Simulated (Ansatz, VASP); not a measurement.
W: VASP beside Ansatz

File INCAR:

```
PREC = Accurate
ENCUT = 520
EDIFF = 1E-6
ISMEAR = -1
SIGMA = 0.1
LREAL = F
LASPH = T
NELM = 80
ALGO = Normal
ISIF = 2
LWAVE = F
LCHARG = F
GGA = PE
NBANDS = 21
```

KPOINTS

```
Automatic mesh
0
Gamma
  12 12 12
```

Contents of POSCAR:

```
W
1.0
    0.0000000000      2.5257876844      2.5257876844
    2.5257876844      0.0000000000      2.5257876844
    2.5257876844      2.5257876844      0.0000000000
W
2
Direct
   -0.1250000000     -0.1250000000     -0.1250000000
    0.1250000000      0.1250000000      0.1250000000
```

Input for Ansatz:

```yaml
crystal:
  lattice:
    - [0.0, 2.5257876844, 2.5257876844]
    - [2.5257876844, 0.0, 2.5257876844]
    - [2.5257876844, 2.5257876844, 0.0]
  atoms:
    - { symbol: W, position: [-0.125, -0.125, -0.125] }
    - { symbol: W, position: [0.125, 0.125, 0.125] }
kpoints:
  mp_grid: { grid: [12, 12, 12] }
  band_path:
    path:
      - [0.0, 0.0, 0.0]
      - [0.5, 0.0, 0.5]
      - [0.625, 0.25, 0.625]
      - [0.375, 0.375, 0.75]
      - [0.0, 0.0, 0.0]
      - [0.5, 0.5, 0.5]
      - [0.5, 0.25, 0.75]
      - [0.5, 0.0, 0.5]
    npoints: 8
scf:
  occupations: { method: fermi_dirac, width: 0.1 }
hamiltonian:
  xc: pbe
  pseudopotentials: { kind: all_electron, lapw: { basis_error: 0.001 } }
output:
  forces: true
  stress: true
  eigenvalues: true
  populations: true
  dos: { projected: true, de: 0.2, e_range: [-14, 8] }
```

Change from the starting cell: volume scaled by 0.65, LAPW.

Alike in both runs: task single point; functional PBE; k mesh 12 × 12 × 12; occupations fermi-dirac, width 0.1 eV; no spin polarisation.

```csv
,VASP,Ansatz
version,VASP 6.6.1,Ansatz 0.2.0
potentials or method,"VASP PAW PBE potentials, release 64 (W_sv), cutoff 520 eV","all-electron LAPW, scalar-relativistic"
```

Ansatz gave:

```
pressure (GPa) : 118.3
```

Which values does VASP return?

Pressure (GPa): 126.0.

Both programs put the cell under a high pressure, so it lies far from rest at this level. Ansatz ran all-electron here, and VASP with PAW potentials.

Neither program's run includes spin-orbit coupling. Noted on VASP's run: the cell as given lies far from equilibrium.
